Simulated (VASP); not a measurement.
# LaAl2SiRu2: single point with PBEsol+D3(BJ)

Crystal: LaAl2SiRu2.

```
La Si Al Ru
1.0
     4.40962    0.00000    0.00000
     0.00000    4.40962    0.00000
     0.00000    0.00000    5.92903
La Si Al Ru
1 1 2 2
Direct
  0.00000 0.00000 0.50000
  0.00000 0.00000 0.00000
  0.50000 0.50000 0.25370
  0.50000 0.50000 0.74630
  0.00000 0.50000 0.00000
  0.50000 0.00000 0.00000
```

```
Program             : VASP 6.6.1
Task                : single point
Functional          : PBEsol
Dispersion          : D3(BJ)
Potentials or basis : VASP PAW PBE potentials, release 64 (La, Si, Al, Ru_pv)
Cutoff              : 520 eV
k mesh              : 4 × 4 × 3
Occupations         : fermi-dirac, width 0.0104 eV
Spin                : collinear spin, zero start
Starting moments    : [0.0, 0.0, 0.0, 0.0, 0.0, 0.0] μB
```

| Quantity | Value |
| --- | --- |
| Pressure | -6.0 GPa |
| Largest force | 0.062 eV/Å |
| Net moment | 0.00 μB per cell |
| Valence electrons inside the program's atomic spheres | La 8.49; Si 1.80; Al 0.75; Ru 12.85 |
| Dispersion energy per atom | -0.412 eV |

Forces in eV/Å, atoms in the order of the input:
```
La   0.000  0.000  0.000
Si   0.000  0.000  0.000
Al   0.000  0.000 -0.062
Al   0.000  0.000  0.062
Ru   0.000  0.000  0.000
Ru   0.000  0.000  0.000
```

Stress tensor (GPa, compression positive):
```
-5.24  0.00  0.00
 0.00 -5.24  0.00
 0.00  0.00 -7.39
```

Levels at points of the mesh, in eV from the Fermi level:
Spin up:
```csv
k point,band 22,band 23,band 24,band 25,band 26,band 27
"(0.00, 0.00, 0.00)",-1.36,-1.34,-1.34,0.08,0.47,1.07
"(0.50, 0.00, 0.00)",-1.92,-0.79,-0.24,-0.03,0.12,0.88
"(0.50, 0.50, 0.00)",-1.37,-1.37,-0.98,-0.90,0.58,0.58
```
Spin down:
```tsv
k point	band 21	band 22	band 23	band 24	band 25	band 26	band 27	band 28
(0.00, 0.00, 0.00)	-1.59	-1.36	-1.34	-1.34	0.08	0.47	1.07	1.58
(0.50, 0.00, 0.00)	-2.42	-1.92	-0.79	-0.24	-0.03	0.12	0.88	1.66
(0.50, 0.50, 0.00)	-1.88	-1.37	-1.37	-0.98	-0.90	0.58	0.58	1.74
```

It took 9.7 min on 1 thread of Intel Xeon 8259CL, with other jobs on the host, peak memory 0.36 GiB.

Caveat: three body term missing; the cell stands under tension; no moment was typed at the start, so none could form; the PAW data sets were made with another functional, which shifts forces and pressure a little; spin-orbit coupling is left out, which moves the levels of the heavy elements.
